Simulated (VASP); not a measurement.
A run of VASP 6.6.1:

INCAR

```
SYSTEM = Ni
PREC = Accurate
ENCUT = 520
EDIFF = 1E-6
ISMEAR = -1
SIGMA = 0.05
LREAL = .False.
LASPH = .True.
NELM = 150
ALGO = Normal
ISIF = 2
LWAVE = .False.
LCHARG = .False.
ISPIN = 2
MAGMOM = 0.607
LORBIT = 11
LMAXMIX = 4
GGA = RE
NBANDS = 15
```

Contents of KPOINTS:

```
Automatic mesh
0
Gamma
  18 18 18
  0 0 0
```

File POSCAR:

```
Ni
1.0
   -1.4468590978      1.4468590978      1.4468590978
    1.4468590978     -1.4468590978      1.4468590978
    1.4468590978      1.4468590978     -1.4468590978
Ni
1
Direct
    0.0000000000      0.0000000000      0.0000000000
```

Potentials or basis: VASP PAW PBE potentials, release 64 (Ni).

Launch:

```console
$ cat potpaw_PBE.64/Ni/POTCAR > POTCAR
$ mpirun -np 1 vasp_std > vasp.out
```

Hardware: 1 thread of AMD EPYC 9R45 96-Core Processor (Zen 5) (shared host).

Question: How long does it take, and how much memory?

Answer: Run time: 38 s on 1 thread of AMD EPYC 9R45 96-Core Processor (Zen 5), on a shared host, peak memory 0.14 GiB. Counts: scf iterations 13, k points 195.
